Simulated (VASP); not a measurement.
A run of VASP 6.6.1:

The input INCAR:

```
SYSTEM = BeAs2
PREC = Accurate
ENCUT = 520
EDIFF = 1E-7
ISMEAR = -1
SIGMA = 0.1
LREAL = .FALSE.
LASPH = .TRUE.
NELM = 60
ALGO = Normal
ISIF = 2
LWAVE = .FALSE.
LCHARG = .FALSE.
GGA = PE
IVDW = 13
NBANDS = 21
```

KPOINTS

```
regular mesh
0
G
  5 5 3
  0 0 0
```

File POSCAR:

```
BeAs2
1.0
    3.6454150000      0.0000000000      0.0000000000
    0.0000000000      3.6454150000      0.0000000000
    0.0000000000      0.0000000000      7.5477720000
Be As
2 4
Direct
    0.0000000000      0.5000000000      0.2810000000
    0.5000000000      0.0000000000      0.7190000000
    0.0000000000      0.0000000000      0.0000000000
    0.5000000000      0.5000000000      0.0000000000
    0.0000000000      0.5000000000      0.6390000000
    0.5000000000      0.0000000000      0.3610000000
```

Potentials or basis: VASP PAW PBE potentials, release 64 (Be, As).

Command:

```console
$ cat potpaw_PBE.64/Be/POTCAR potpaw_PBE.64/As/POTCAR > POTCAR
$ mpirun -np 1 vasp_std > vasp.out
```

Hardware: 1 thread of Intel Xeon 8259CL, with other jobs on the host.

Q: Estimate the wall time of this run.

A: It took 30 s on 1 thread of Intel Xeon 8259CL, on a shared host, peak memory 0.2 GiB. Counts: scf iterations 15, k points 12.
